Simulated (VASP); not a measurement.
# Mg13Cd3O16 (P1) in VASP: single point with HSE06

Aim: the single point of Mg13Cd3O16 with HSE06.

Program: VASP 6.6.1. These are calculated values, not measurements. Logs are shortened: lines on timing, memory, paths and dates and some standing lists are left out, and cuts for length are marked.

**1. The cell of the first run**

The typed cell holds 64 atoms: a = 8.664 Å, b = 8.664 Å, c = 8.664 Å, α = 90.00°, β = 90.00°, γ = 90.00°.

**2. Single point, HSE06**

POSCAR

```
Mg13Cd3O16
1.0
    8.6642230000      0.0000000000      0.0000000000
    0.0000000000      8.6642230000      0.0000000000
    0.0000000000      0.0000000000      8.6642230000
O Mg Cd
32 26 6
Direct
    0.2490220000      0.9877700000      0.9841420000
    0.2490210000      0.9985940000      0.5139820000
    0.2497120000      0.5121590000      0.9825800000
    0.2493270000      0.5014880000      0.5145560000
    0.7499400000      0.0109110000      0.9956470000
    0.7499720000      0.0016400000      0.5043320000
    0.7504760000      0.4879280000      0.9835420000
    0.7504420000      0.4995690000      0.5136170000
    0.9885880000      0.2497090000      0.9980560000
    0.9982180000      0.2502000000      0.5014240000
    0.0125880000      0.7490030000      0.9869850000
    0.0013230000      0.7493190000      0.5112180000
    0.5107730000      0.2505120000      0.0008230000
    0.5012410000      0.2506100000      0.5005180000
    0.4889850000      0.7498250000      0.9993360000
    0.4985730000      0.7499880000      0.5021850000
    0.9851700000      0.0126460000      0.2480370000
    0.9977020000      0.0016010000      0.7501310000
    0.9987380000      0.4844440000      0.2461690000
    0.9994730000      0.4978340000      0.7498100000
    0.5118020000      0.0024980000      0.2489930000
    0.5015200000      0.0007480000      0.7505940000
    0.5013920000      0.4987470000      0.2482960000
    0.5004360000      0.4995280000      0.7501400000
    0.2519270000      0.2487360000      0.2673530000
    0.2504660000      0.2494540000      0.7382170000
    0.2646410000      0.7512720000      0.2558990000
    0.2519430000      0.7505320000      0.7463430000
    0.7478400000      0.2385170000      0.2545560000
    0.7490930000      0.2483090000      0.7466250000
    0.7360190000      0.7660470000      0.2667010000
    0.7484420000      0.7518970000      0.7384240000
    0.9968520000      0.0027400000      0.9941830000
    0.9976190000      0.0022140000      0.5053810000
    0.9999150000      0.4967090000      0.9911990000
    0.0000010000      0.4976280000      0.5078170000
    0.5024520000      0.0003710000      0.9973030000
    0.5014860000      0.0005410000      0.5030080000
    0.5000250000      0.4998710000      0.9944640000
    0.4997760000      0.5000690000      0.5049990000
    0.2500720000      0.2499160000      0.5043950000
    0.2521200000      0.7500560000      0.9902700000
    0.2522880000      0.7502530000      0.5066150000
    0.7494290000      0.2483950000      0.9967620000
    0.7492630000      0.2483800000      0.5028980000
    0.7474390000      0.7526140000      0.5045010000
    0.2502040000      0.9987420000      0.7480110000
    0.2504610000      0.5013600000      0.7476580000
    0.7476290000      0.0040160000      0.2535640000
    0.7492250000      0.0021500000      0.7478780000
    0.7494180000      0.4978100000      0.7476970000
    0.9934360000      0.2475920000      0.2532650000
    0.9973110000      0.2493980000      0.7473860000
    0.0015130000      0.7503430000      0.7478220000
    0.5048000000      0.2478570000      0.2532650000
    0.5020060000      0.2497540000      0.7475940000
    0.5001500000      0.7535380000      0.2531440000
    0.4987840000      0.7505780000      0.7477200000
    0.2498320000      0.2499630000      0.9988270000
    0.7492160000      0.7506520000      0.9991660000
    0.2495580000      0.0000350000      0.2500230000
    0.2504010000      0.5003730000      0.2498540000
    0.7494210000      0.4996890000      0.2507110000
    0.9996680000      0.7513270000      0.2506660000
```

INCAR.step1

```
PREC = Accurate
ENCUT = 520
EDIFF = 1E-5
ISMEAR = -1
SIGMA = 0.05
LREAL = Auto
LASPH = True
NELM = 100
ALGO = Normal
ISIF = 2
LWAVE = True
LCHARG = False
NBANDS = 196
GGA = PE
```

INCAR.step2

```
PREC = Accurate
ENCUT = 520
EDIFF = 1E-6
ISMEAR = -1
SIGMA = 0.05
LREAL = Auto
LASPH = True
NELM = 100
ALGO = Normal
ISIF = 2
LWAVE = False
LCHARG = False
GGA = PE
LHFCALC = True
HFSCREEN = 0.2079
PRECFOCK = Fast
NBANDS = 196
ISTART = 1
```

KPOINTS

```
regular mesh
0
Gamma
  1 1 1
```

Potentials or basis: VASP PAW PBE potentials, release 64 (O, Mg, Cd).

The run is started by

```bash
> cat potpaw_PBE.64/O/POTCAR potpaw_PBE.64/Mg/POTCAR potpaw_PBE.64/Cd/POTCAR > POTCAR
> cp INCAR.step1 INCAR
> mpirun -np 1 vasp_gam > vasp.out
> cp INCAR.step2 INCAR
> mpirun -np 1 vasp_gam > vasp.out
```

OUTCAR:

```text
PREC = Accurate
   ENCUT = 520
   EDIFF = 1E-6
   ISMEAR = -1
   LREAL = Auto
   LASPH = True
   NELM = 100
   ISIF = 2
   GGA = PE
   LHFCALC = True
   HFSCREEN = 0.2079
   PRECFOCK = Fast
   ISTART = 1

 ion  position               nearest neighbor table
   1  0.249  0.988  0.984-  47 2.05  42 2.06  33 2.19  37 2.20  59 2.28  61 2.31
   2  0.249  0.999  0.514-  47 2.03  43 2.15  41 2.18  34 2.18  38 2.19  61 2.29
   3  0.250  0.512  0.983-  48 2.04  42 2.06  35 2.17  39 2.17  59 2.28  62 2.32
   4  0.249  0.501  0.515-  48 2.02  43 2.16  36 2.16  40 2.17  41 2.18  62 2.29
   5  0.750  0.011  0.996-  44 2.06  33 2.14  37 2.15  50 2.15  49 2.24  60 2.26
   6  0.750  0.002  0.504-  50 2.11  45 2.14  34 2.15  38 2.15  46 2.16  49 2.17
[... 76 lines left out ...]
  58  0.499  0.751  0.748-  16 2.13  28 2.14  32 2.16  22 2.17  24 2.18  15 2.18  43 2.99  42 3.00
                            46 3.01  40 3.02  38 3.03  47 3.04  39 3.05  48 3.05  37 3.06  60 3.07
  59  0.250  0.250  0.999-  26 2.26  13 2.26   9 2.26   1 2.28   3 2.28  25 2.33  35 3.04  39 3.06
                            33 3.06  61 3.07  62 3.07  47 3.08  37 3.08  48 3.08  56 3.08  53 3.09
  60  0.749  0.751  0.999-  15 2.25   5 2.26  32 2.26   7 2.28  11 2.28  31 2.32  37 3.04  33 3.06
                            39 3.06  58 3.07  64 3.08  63 3.08  50 3.08  57 3.08  54 3.09  51 3.09
  61  0.250  0.000  0.250-  27 2.16  25 2.16  21 2.27   2 2.29  17 2.29   1 2.31  57 3.05  64 3.05
                            59 3.07  55 3.08  52 3.09  41 3.09  38 3.09  37 3.10  43 3.10  34 3.11
  62  0.250  0.500  0.250-  23 2.17  27 2.18  19 2.19  25 2.19   4 2.29   3 2.32  59 3.07  64 3.07
                            57 3.08  40 3.09  41 3.09  39 3.09  43 3.10  55 3.11  36 3.11  35 3.12
  63  0.749  0.500  0.251-  23 2.15  19 2.16  29 2.26   8 2.28  31 2.31   7 2.32  52 3.04  55 3.04
                            64 3.07  60 3.08  57 3.08  45 3.08  40 3.09  44 3.10  39 3.10  46 3.10
  64  1.000  0.751  0.251-  12 2.26  17 2.27  11 2.29  31 2.29  27 2.30  19 2.31  61 3.05  62 3.07
                            63 3.07  60 3.08  49 3.09  34 3.10  46 3.10  33 3.11  43 3.12  36 3.13

  LATTYP: Found a simple cubic cell.
 ALAT       =     8.6642230000

  Lattice vectors:

 A1 = (   8.6642230000,   0.0000000000,   0.0000000000)
 A2 = (   0.0000000000,   8.6642230000,   0.0000000000)
 A3 = (   0.0000000000,   0.0000000000,   8.6642230000)

Analysis of symmetry for initial positions (statically):
=====================================================================
 Subroutine PRICEL returns:
 Original cell was already a primitive cell.

 Routine SETGRP: Setting up the symmetry group for a
 simple cubic supercell.

 Subroutine GETGRP returns: Found  1 space group operations
 (whereof  1 operations were pure point group operations)
 out of a pool of 48 trial point group operations.

[... 233 lines left out ...]
     AMIX     =   0.40;   BMIX     =  1.00
     AMIX_MAG =   1.60;   BMIX_MAG =  1.00
  volume/ion in A,a.u.               =      10.16        68.58
  Fermi-wavevector in a.u.,A,eV,Ry     =   1.286987  2.432053 22.535821  1.656336
  Thomas-Fermi vector in A             =   2.419029
   LORBIT       =      0    0 simple, 1 ext, 2 COOP (PROOUT), +10 PAW based schemes
   GGA     = PE    functional components
   LHFCALC =     T    Hartree Fock is set to
   PRECFOCK=fast      Normal, Fast or Accurate (Low or Medium for compatibility)
   ENCUT4O =  -1.0   cutoff for four orbital integrals eV
   NKREDX  =     1    reduce k-point grid by
   NKREDY  =     1    reduce k-point grid by
   NKREDZ  =     1    reduce k-point grid by
   AEXX    =    0.2500 exact exchange contribution
   HFSCREEN=    0.2079 screening length (either q_TF or 0.3 A-1)
   HFSCREENC=   0.2079 screening length for correlation (either q_TF or 0.3 A-1)
   ENCUTFOCK=  -1.0 apply spherical cutoff to Coloumb kernel
   IVDW    =     0    specifies the selected vdW correction
   LEPSILON=     F    determine dielectric tensor
   LRPA    =     F    only Hartree local field effects (RPA)
 non-spin polarized calculation
  energy-cutoff  :      520.00
  volume of cell :      650.41
 maximum number of plane-waves:      8731
  NGX = 36; NGY = 36; NGZ = 36

 number of electron     315.9999875 magnetization

 Free energy of the ion-electron system (eV)
  ---------------------------------------------------
  ext. energy  EPLUGINS =         0.00000000
  ---------------------------------------------------
  free energy    TOTEN  =      -425.18188055 eV

  energy without entropy =     -425.18188055  energy(sigma->0) =     -425.18188055

 E-fermi :   3.8132     XC(G=0):  -9.1502

 val. band max:        2.6175285349   @ k =   0.0000   0.0000   0.0000
 cond. band min:       6.2446309774   @ k =   0.0000   0.0000   0.0000
 fundamental gap:      3.6271024425
 Fermi energy:         3.8131678997

 k-point     1 :       0.0000    0.0000    0.0000
  band No.  band energies     occupation
      1     -17.1773      2.00000
      2     -16.6489      2.00000
      3     -16.6093      2.00000
      4     -16.5446      2.00000
      5     -16.5202      2.00000
      6     -16.4750      2.00000
[... 162 lines left out ...]
    169      10.7357      0.00000
    170      10.9075      0.00000
 [bands above 170 left out]

------------------------ aborting loop because EDIFF is reached ----------------------------------------

  FORCE on cell =-STRESS in cart. coord.  units (eV):
  Direction    XX          YY          ZZ          XY          YZ          ZX
  --------------------------------------------------------------------------------------
  -------------------------------------------------------------------------------------
  Total       -3.4117207     -3.4740864     -4.2984145     -0.6520091      0.5070332     -0.2926097
  in kB       -8.4041769     -8.5578041    -10.5883920     -1.6061104      1.2489874     -0.7207929
  external PRESSURE =      -9.1834577 kB  Pullay stress =       0.0000000 kB

 VOLUME and BASIS-vectors are now :
 -----------------------------------------------------------------------------
  energy-cutoff  :      520.00
  volume of cell :      650.41
      direct lattice vectors                 reciprocal lattice vectors
     8.664223000  0.000000000  0.000000000     0.115417159  0.000000000  0.000000000
     0.000000000  8.664223000  0.000000000     0.000000000  0.115417159  0.000000000
     0.000000000  0.000000000  8.664223000     0.000000000  0.000000000  0.115417159

 POSITION                                       TOTAL-FORCE (eV/Angst)
 -----------------------------------------------------------------------------------
      2.15758      8.55826      8.52683        -0.008527     -0.017803     -0.061654
      2.15757      8.65204      4.45325        -0.013463     -0.023922      0.102519
      2.16356      4.43746      8.51329        -0.007210      0.017594     -0.081352
      2.16022      4.34500      4.45823        -0.014711      0.023654      0.104712
      6.49765      0.09454      8.62651         0.009285     -0.001379     -0.046941
      6.49792      0.01421      4.36964         0.015437      0.009136      0.056910
[... 56 lines left out ...]
      6.49315      4.32942      2.17222        -0.033849     -0.095190      0.049913
      8.66135      6.50966      2.17183         0.010144      0.036094      0.042048
 -----------------------------------------------------------------------------------
    total drift:                                0.012045      0.010184      0.011817

  FREE ENERGIE OF THE ION-ELECTRON SYSTEM (eV)
  ---------------------------------------------------
  free  energy   TOTEN  =      -425.1818805472 eV

  energy  without entropy=     -425.1818805471  energy(sigma->0) =     -425.18188055
```

Run time: 21 min. Hardware: 1 thread of Oxide Virtual Turin-like, shared host; peak memory 0.74 GiB.

Results:

```yaml
Free_energy: -425.1819 eV
Pressure: -0.9 GPa
Largest_force: 0.156 eV/Å
Band_gap_on_the_k_mesh: 3.63 eV
```

Forces in eV/Å, atoms in the order of the input:
```
O   -0.009 -0.018 -0.062
O   -0.013 -0.024  0.103
O   -0.007  0.018 -0.081
O   -0.015  0.024  0.105
O    0.009 -0.001 -0.047
O    0.015  0.009  0.057
O    0.005  0.011 -0.082
O    0.011  0.004  0.083
O    0.009  0.009  0.000
O   -0.004  0.017 -0.007
O    0.015 -0.008  0.012
O    0.017 -0.014  0.000
O   -0.010  0.014  0.020
O    0.011  0.018 -0.022
O   -0.028 -0.014  0.019
O   -0.028 -0.020 -0.003
O   -0.057  0.040 -0.022
O   -0.027  0.025  0.022
O   -0.007 -0.020 -0.027
O   -0.008 -0.028  0.017
O    0.072  0.021 -0.036
O    0.031  0.010  0.024
O    0.024 -0.010 -0.039
O    0.007 -0.010  0.019
O    0.014 -0.029  0.037
O    0.009 -0.006 -0.054
O    0.033  0.014  0.038
O    0.030  0.008 -0.052
O   -0.023 -0.078  0.056
O   -0.011 -0.030 -0.058
O   -0.028  0.047  0.030
O   -0.020  0.022 -0.052
Mg  -0.048  0.048 -0.084
Mg  -0.042  0.046  0.085
Mg  -0.009 -0.044 -0.129
Mg   0.002 -0.045  0.139
Mg   0.046  0.002 -0.032
Mg   0.041 -0.003  0.032
Mg   0.004 -0.002 -0.090
Mg  -0.003  0.002  0.092
Mg   0.001 -0.004  0.066
Mg   0.034 -0.001 -0.152
Mg   0.049  0.004  0.128
Mg   0.003 -0.034 -0.041
Mg   0.000 -0.048  0.033
Mg  -0.051  0.051  0.068
Mg  -0.002 -0.056 -0.041
Mg  -0.002  0.056 -0.037
Mg  -0.050  0.089  0.048
Mg   0.001  0.049 -0.042
Mg   0.002 -0.051 -0.029
Mg  -0.103 -0.042  0.039
Mg  -0.050  0.002 -0.039
Mg   0.055 -0.003 -0.035
Mg   0.095 -0.059  0.044
Mg   0.048  0.001 -0.044
Mg   0.001  0.060  0.053
Mg  -0.054 -0.001 -0.049
Cd   0.000  0.002 -0.075
Cd  -0.044  0.045 -0.086
Cd   0.047 -0.002  0.034
Cd   0.036 -0.003  0.054
Cd  -0.034 -0.095  0.050
Cd   0.010  0.036  0.042
```

Levels at points of the mesh, in eV from the valence-band top:
| k point | band 156 | band 157 | band 158 | band 159 | band 160 | band 161 |
| --- | --- | --- | --- | --- | --- | --- |
| (0.00, 0.00, 0.00) | -0.85 | -0.69 | 0.00 | 3.63 | 6.07 | 6.45 |

Caveat: the k points lie up to 0.73 Å⁻¹ apart; the PAW data sets were made with another functional, which shifts forces and pressure a little; an odd mesh through Γ misses points on the zone boundary, where band edges can lie.
